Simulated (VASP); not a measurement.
# MoS2 (P6_3/mmc) in VASP: notebook, part 2 of 2

VASP 6.6.1. The steps go on from the part before.

### Step 4. Single point, PBEsol (19.63 Å³/atom)

Input file INCAR:

```
ALGO     = Normal         # electronic algorithm
EDIFF    = 1E-6           # SCF threshold, eV
ENCUT    = 520            # plane-wave cutoff, eV
GGA      = PS             # functional
ISIF     = 2              # what is computed and relaxed
ISMEAR   = 1              # smearing method
LASPH    = True           # aspherical terms in the spheres
LCHARG   = False          # write CHGCAR
LREAL    = False          # projectors in reciprocal space
LWAVE    = False          # write WAVECAR
NBANDS   = 35             # bands
NELM     = 60             # most SCF steps
PREC     = Accurate       # precision mode
SIGMA    = 0.106          # smearing width, eV
```

Input file KPOINTS:

```
k-points
0
Gamma
  12 12 4
```

Input file POSCAR:

```
MoS2
1.0
    3.0484831574      0.0000000000      0.0000000000
   -1.5242415787      2.6400638573      0.0000000000
    0.0000000000      0.0000000000     14.6321094587
Mo S
2 4
Direct
    0.3333333333      0.6666666667      0.2500000000
    0.6666666667      0.3333333333      0.7500000000
    0.3333333333      0.6666666667      0.6259932117
    0.6666666667      0.3333333333      0.1259932117
    0.3333333333      0.6666666667      0.8740067883
    0.6666666667      0.3333333333      0.3740067883
```

Potentials or basis: VASP PAW PBE potentials, release 64 (Mo_sv, S).

Command:

```sh
cat potpaw_PBE.64/Mo_sv/POTCAR potpaw_PBE.64/S/POTCAR > POTCAR
mpirun -np 1 vasp_std > vasp.out
```

OUTCAR:

```text
EDIFF = 1E-6
   ENCUT = 520
   GGA = PS
   ISIF = 2
   ISMEAR = 1
   LASPH = True
   LREAL = False
   NELM = 60
   PREC = Accurate

 ion  position               nearest neighbor table
   1  0.333  0.667  0.250-   4 2.53   6 2.53   4 2.53   6 2.53   4 2.53   6 2.53
   2  0.667  0.333  0.750-   3 2.53   5 2.53   3 2.53   5 2.53   3 2.53   5 2.53
   3  0.333  0.667  0.626-   2 2.53   2 2.53   2 2.53
   4  0.667  0.333  0.126-   1 2.53   1 2.53   1 2.53
   5  0.333  0.667  0.874-   2 2.53   2 2.53   2 2.53
   6  0.667  0.333  0.374-   1 2.53   1 2.53   1 2.53

  LATTYP: Found a hexagonal cell.
 ALAT       =     3.0484831574
 C/A-ratio  =     4.7997999999

  Lattice vectors:

 A1 = (   3.0484831574,   0.0000000000,   0.0000000000)
 A2 = (  -1.5242415787,   2.6400638573,   0.0000000000)
 A3 = (   0.0000000000,   0.0000000000,  14.6321094587)

Analysis of symmetry for initial positions (statically):
=====================================================================
 Subroutine PRICEL returns:
 Original cell was already a primitive cell.

 Routine SETGRP: Setting up the symmetry group for a
 hexagonal supercell.

 Subroutine GETGRP returns: Found 24 space group operations
 (whereof 12 operations were pure point group operations)
 out of a pool of 24 trial point group operations.

The static configuration has the point symmetry D_3d.
 The point group associated with its full space group is D_6h.

Analysis of symmetry for dynamics (positions and initial velocities):
=====================================================================
 Subroutine PRICEL returns:
 Original cell was already a primitive cell.

 Routine SETGRP: Setting up the symmetry group for a
 hexagonal supercell.

 Subroutine GETGRP returns: Found 24 space group operations
 (whereof 12 operations were pure point group operations)
 out of a pool of 24 trial point group operations.
[... 125 lines left out ...]
   ISMEAR =     1;   SIGMA  =   0.11  broadening in eV -4-tet -1-fermi 0-gaus
   EFERMI_NEDOS =   21; number of points for ismear=-14 and -15
   IALGO  =     38    algorithm
   IMIX   =      4    mixing-type and parameters
     AMIX     =   0.40;   BMIX     =  1.00
     AMIX_MAG =   1.60;   BMIX_MAG =  1.00
  volume/ion in A,a.u.               =      19.63       132.45
  Fermi-wavevector in a.u.,A,eV,Ry     =   1.246640  2.355807 21.144951  1.554110
  Thomas-Fermi vector in A             =   2.380808
   LORBIT       =      0    0 simple, 1 ext, 2 COOP (PROOUT), +10 PAW based schemes
   GGA     = PS    functional components
   LHFCALC =     F    Hartree Fock is set to
   AEXX    =    0.0000 exact exchange contribution
   IVDW    =     0    specifies the selected vdW correction
   LEPSILON=     F    determine dielectric tensor
   LRPA    =     F    only Hartree local field effects (RPA)
 non-spin polarized calculation
 Methfessel and Paxton  Order N= 1 SIGMA  =   0.11
  energy-cutoff  :      520.00
  volume of cell :      117.76
 maximum number of plane-waves:      3198
 NGX is ok and might be reduce to    24
   NGX = 11   NGY = 11   NGZ = 55

 number of electron      51.9999997 magnetization

 Free energy of the ion-electron system (eV)
  ---------------------------------------------------
  ext. energy  EPLUGINS =         0.00000000
  ---------------------------------------------------
  free energy    TOTEN  =       -45.11001405 eV

  energy without entropy =      -45.11222681  energy(sigma->0) =      -45.11075164

 E-fermi :   5.7345     XC(G=0): -10.4219

 val. band max:        5.7308756326   @ k =   0.3333   0.3333   0.0000
 cond. band min:       6.4622064860   @ k =   0.1667   0.1667   0.0000
 fundamental gap:      0.7313308534
 Fermi energy:         5.7345063088

 k-point     1 :       0.0000    0.0000    0.0000
  band No.  band energies     occupation
      1     -55.1146      2.00000
      2     -55.1145      2.00000
      3     -29.3082      2.00000
      4     -29.3082      2.00000
      5     -28.9053      2.00000
      6     -28.9053      2.00000
[... 901 lines left out ...]
     34       9.3022      0.00000
     35      12.2828      0.00000

 [... further k-points ...]
[... 5 lines left out ...]
  --------------------------------------------------------------------------------------
  -------------------------------------------------------------------------------------
  Total       -1.2840319     -1.2840319    -23.7508311      0.0000000     -0.0000000     -0.0000000
  in kB      -17.4695306    -17.4695306   -323.1351633      0.0000000     -0.0000000     -0.0000000
  external PRESSURE =    -119.3580748 kB  Pullay stress =       0.0000000 kB

 VOLUME and BASIS-vectors are now :
 -----------------------------------------------------------------------------
  energy-cutoff  :      520.00
  volume of cell :      117.76
      direct lattice vectors                 reciprocal lattice vectors
     3.048483157  0.000000000  0.000000000     0.328031991  0.189389358  0.000000000
    -1.524241579  2.640063857  0.000000000     0.000000000  0.378778717  0.000000000
     0.000000000  0.000000000 14.632109459     0.000000000  0.000000000  0.068342846

 POSITION                                       TOTAL-FORCE (eV/Angst)
 -----------------------------------------------------------------------------------
     -0.00000      1.76004      3.65803         0.000000     -0.000000     -0.000000
      1.52424      0.88002     10.97408        -0.000000      0.000000     -0.000000
     -0.00000      1.76004      9.15960        -0.000000      0.000000      3.203783
      1.52424      0.88002      1.84355         0.000000      0.000000      3.203783
     -0.00000      1.76004     12.78856        -0.000000      0.000000     -3.203783
      1.52424      0.88002      5.47251         0.000000      0.000000     -3.203783
 -----------------------------------------------------------------------------------
    total drift:                               -0.000000      0.000000     -0.000000

  FREE ENERGIE OF THE ION-ELECTRON SYSTEM (eV)
  ---------------------------------------------------
  free  energy   TOTEN  =       -45.1100140537 eV

  energy  without entropy=      -45.1122268131  energy(sigma->0) =      -45.11075164
```

OSZICAR:

```text
N       E                     dE             d eps       ncg     rms          rms(c)
DAV:   1     0.428220337868E+03    0.42822E+03   -0.29106E+04  4438   0.139E+03
DAV:   2    -0.244609709155E+02   -0.45268E+03   -0.43749E+03  4814   0.356E+02
DAV:   3    -0.475637229633E+02   -0.23103E+02   -0.22526E+02  4908   0.715E+01
DAV:   4    -0.481191172713E+02   -0.55539E+00   -0.55264E+00  4759   0.109E+01
DAV:   5    -0.481305903491E+02   -0.11473E-01   -0.11471E-01  4788   0.162E+00    0.285E+01
DAV:   6    -0.467875343641E+02    0.13431E+01   -0.14916E+01  4415   0.232E+01    0.119E+01
DAV:   7    -0.462047186047E+02    0.58282E+00   -0.15896E+01  4371   0.197E+01    0.816E+00
DAV:   8    -0.451180947602E+02    0.10866E+01   -0.23933E+00  4408   0.880E+00    0.317E+00
DAV:   9    -0.451323286038E+02   -0.14234E-01   -0.29571E-01  4584   0.263E+00    0.155E+00
DAV:  10    -0.451097460578E+02    0.22583E-01   -0.79578E-02  4362   0.161E+00    0.349E-01
DAV:  11    -0.451100171587E+02   -0.27110E-03   -0.48577E-03  4392   0.345E-01    0.156E-01
DAV:  12    -0.451100106939E+02    0.64648E-05   -0.16803E-04  4847   0.650E-02    0.121E-01
DAV:  13    -0.451100064132E+02    0.42807E-05   -0.23450E-04  4311   0.800E-02    0.151E-02
DAV:  14    -0.451100112263E+02   -0.48132E-05   -0.10530E-05  4494   0.156E-02    0.103E-02
DAV:  15    -0.451100140181E+02   -0.27917E-05   -0.44321E-06  3885   0.971E-03    0.518E-03
DAV:  16    -0.451100140537E+02   -0.35629E-07   -0.48210E-07  2456   0.377E-03
   1 F= -.45110014E+02 E0= -.45110752E+02  d E =0.221276E-02
```

It took 6.8 min on 1 thread of Intel Xeon 8259CL, shared host; peak memory 0.35 GiB.

Results:

| Quantity | Value |
| --- | --- |
| Free energy | -45.1100 eV |
| Pressure | -11.9 GPa |
| Largest force | 3.204 eV/Å |
| Band gap on the k mesh | 0.73 eV (least direct gap 1.23 eV) |

Forces on the atoms (eV/Å):
```
Mo   0.000  0.000  0.000
Mo   0.000  0.000  0.000
S    0.000  0.000  3.204
S    0.000  0.000  3.204
S    0.000  0.000 -3.204
S    0.000  0.000 -3.204
```

Caveat: the stress differs along the axes, from -32 to -2 GPa; the PAW data sets were made with another functional, which shifts forces and pressure a little; this functional lacks dispersion, which binds layers or chains, so the pressure and a relaxed spacing across them are unreliable. A k mesh can miss the band edges.

### Step 5. Single point, PBEsol (19.63 Å³/atom)

Input file INCAR:

```
SYSTEM = MoS2
PREC     = Accurate       ! precision mode
ENCUT    = 520            ! plane-wave cutoff, eV
EDIFF    = 1E-6           ! SCF threshold, eV
ISMEAR   = 1              ! smearing method
SIGMA    = 0.123          ! smearing width, eV
LREAL    = .FALSE.        ! projectors in reciprocal space
LASPH    = .TRUE.         ! aspherical terms in the spheres
NELM     = 80             ! most SCF steps
ALGO     = Normal         ! electronic algorithm
ISIF     = 2              ! what is computed and relaxed
LWAVE    = .FALSE.        ! write WAVECAR
LCHARG   = .FALSE.        ! write CHGCAR
GGA      = PS             ! functional
NBANDS   = 35             ! bands
```

Input file KPOINTS:

```
Automatic mesh
0
G
  12 12 4
  0 0 0
```

POSCAR: that of step 4 with these lines changed.

```diff
@@ -2,5 +2,5 @@
 1.0
-    3.0484831574      0.0000000000      0.0000000000
-   -1.5242415787      2.6400638573      0.0000000000
-    0.0000000000      0.0000000000     14.6321094587
+    3.0857031301      0.0000000000      0.0000000000
+   -1.5428515651      2.6722972992      0.0000000000
+    0.0000000000      0.0000000000     14.2812512267
 Mo S
```

Command:

```sh
cat potpaw_PBE.64/Mo_sv/POTCAR potpaw_PBE.64/S/POTCAR > POTCAR
mpirun -np 1 vasp_std > vasp.out
```

Wall time 5.8 min (1 thread of Intel Xeon 8259CL, shared host); peak memory 0.35 GiB.

The run converged. Its results:

| Quantity | Value |
| --- | --- |
| Free energy | -45.6008 eV |
| Pressure | -12.1 GPa |
| Largest force | 2.874 eV/Å |
| Band gap on the k mesh | 0.85 eV (least direct gap 1.48 eV) |

Forces on the atoms (eV/Å):
```
Mo   0.000  0.000  0.000
Mo   0.000  0.000  0.000
S    0.000  0.000  2.874
S    0.000  0.000  2.874
S    0.000  0.000 -2.874
S    0.000  0.000 -2.874
```

Stress tensor (GPa, compression positive):
```
 -3.89   0.00   0.00
  0.00  -3.89   0.00
  0.00   0.00 -28.40
```

Levels at points of the mesh, in eV from the valence-band top:
```tsv
k point	band 24	band 25	band 26	band 27	band 28	band 29
(0.00, 0.00, 0.00)	-0.60	-0.59	-0.59	2.64	2.64	2.68
(0.50, 0.00, 0.00)	-0.89	-0.40	-0.33	2.42	2.63	2.64
(0.00, 0.00, 0.50)	-0.59	-0.59	-0.59	2.66	2.66	2.66
(0.50, 0.00, 0.50)	-0.91	-0.36	-0.36	2.55	2.55	2.64
```

Caveat: the stress differs along the axes, from -28 to -4 GPa; the PAW data sets were made with another functional, which shifts forces and pressure a little; this functional lacks dispersion, which binds layers or chains, so the pressure and a relaxed spacing across them are unreliable.

### Step 6. Single point, PBEsol (18.34 Å³/atom)

This run uses another cell than the first one, of 18.34 Å³/atom.

Input file INCAR:

```
SYSTEM = MoS2
PREC = Accurate ; ENCUT = 520
EDIFF = 1E-6 ; ISMEAR = 1
SIGMA = 0.17 ; LREAL = .FALSE.
LASPH = .TRUE. ; NELM = 100
ALGO = Normal ; ISIF = 2
LWAVE = .FALSE. ; LCHARG = .FALSE.
GGA = PS ; NBANDS = 35
```

KPOINTS is that of step 5.

POSCAR: that of step 5 with these lines changed.

```diff
@@ -2,5 +2,5 @@
 1.0
-    3.0857031301      0.0000000000      0.0000000000
-   -1.5428515651      2.6722972992      0.0000000000
-    0.0000000000      0.0000000000     14.2812512267
+    3.0906447845      0.0000000000      0.0000000000
+   -1.5453223923      2.6765768974      0.0000000000
+    0.0000000000      0.0000000000     13.2999717011
 Mo S
```

Potentials or basis: VASP PAW PBE potentials, release 64 (Mo_sv, S).

Command:

```sh
cat potpaw_PBE.64/Mo_sv/POTCAR potpaw_PBE.64/S/POTCAR > POTCAR
mpirun -np 1 vasp_std > vasp.out
```

Wall time 3.6 min (1 thread of Intel Xeon 8259CL, shared host); peak memory 0.33 GiB.

The run converged. Its results:

```
Free energy            : -46.6569 eV
Pressure               : -4.0 GPa
Largest force          : 1.264 eV/Å
Band gap on the k mesh : 1.18 eV (least direct gap 2.00 eV)
```

Forces on the atoms (eV/Å):
```
Mo   0.000  0.000  0.000
Mo   0.000  0.000  0.000
S    0.000  0.000  1.264
S    0.000  0.000  1.264
S    0.000  0.000 -1.264
S    0.000  0.000 -1.264
```

Stress tensor (GPa, compression positive):
```
  0.31   0.00   0.00
  0.00   0.31   0.00
  0.00   0.00 -12.70
```

Levels at points of the mesh, in eV from the valence-band top:
| k point | band 22 | band 23 | band 24 | band 25 | band 26 | band 27 | band 28 | band 29 | band 30 | band 31 |
| --- | --- | --- | --- | --- | --- | --- | --- | --- | --- | --- |
| (0.00, 0.00, 0.00) | -1.12 | -1.10 | -1.10 | -1.07 | -0.11 | 2.86 | 2.86 | 2.88 | 2.88 | 2.89 |
| (0.50, 0.00, 0.00) | -2.31 | -0.86 | -0.85 | -0.72 | -0.61 | 2.55 | 2.56 | 2.65 | 2.95 | 3.32 |
| (0.00, 0.00, 0.50) | -1.11 | -1.11 | -1.11 | -0.39 | -0.39 | 2.86 | 2.86 | 2.86 | 2.86 | 2.93 |
| (0.50, 0.00, 0.50) | -2.38 | -0.86 | -0.86 | -0.67 | -0.67 | 2.55 | 2.55 | 2.81 | 2.81 | 3.63 |

Caveat: the stress differs along the axes, from -13 to 0 GPa; the PAW data sets were made with another functional, which shifts forces and pressure a little; this functional lacks dispersion, which binds layers or chains, so the pressure and a relaxed spacing across them are unreliable. A k mesh can miss the band edges.

### Step 7. The runs side by side

| cell | smearing | gap on the mesh (eV) | pressure (GPa) | largest force (eV/Å) |
| --- | --- | --- | --- | --- |
| a = 3.123, b = 3.123, c = 13.939 Å, angles 90.0, 90.0, 120.0°, 6 atoms | methfessel-paxton 0.142 eV | 0.98 | -12.1 | 2.52 |
| a = 3.279, b = 3.279, c = 12.650 Å, angles 90.0, 90.0, 120.0°, 6 atoms | methfessel-paxton 0.105 eV | 0.73 | -11.2 | 0.93 |
| a = 3.048, b = 3.048, c = 14.632 Å, angles 90.0, 90.0, 120.0°, 6 atoms | methfessel-paxton 0.106 eV | 0.73 | -11.9 | 3.20 |
| a = 3.086, b = 3.086, c = 14.281 Å, angles 90.0, 90.0, 120.0°, 6 atoms | methfessel-paxton 0.123 eV | 0.85 | -12.1 | 2.87 |
| a = 3.091, b = 3.091, c = 13.300 Å, angles 90.0, 90.0, 120.0°, 6 atoms | methfessel-paxton 0.17 eV | 1.18 | -4.0 | 1.26 |

Alike in all rows: task single point; level PBEsol; potentials or basis VASP PAW PBE potentials, release 64 (Mo_sv, S); no spin polarisation; k mesh 12 × 12 × 4; cutoff (eV) 520.

Caveats: the PAW data sets were made with another functional, which shifts forces and pressure a little; this functional lacks dispersion, which binds layers or chains, so the pressure and a relaxed spacing across them are unreliable; the stress differs along the axes, from -24 to -6 GPa (at least some runs); the cell stands under tension (at least some runs); the stress differs along the axes, from -32 to -2 GPa (at least some runs); the stress differs along the axes, from -28 to -4 GPa (at least some runs); the stress differs along the axes, from -13 to 0 GPa (at least some runs).

Absolute energies hang on the potentials; compare differences alone.

The gap in the log of VASP goes by the Fermi energy; the results here count the filled bands.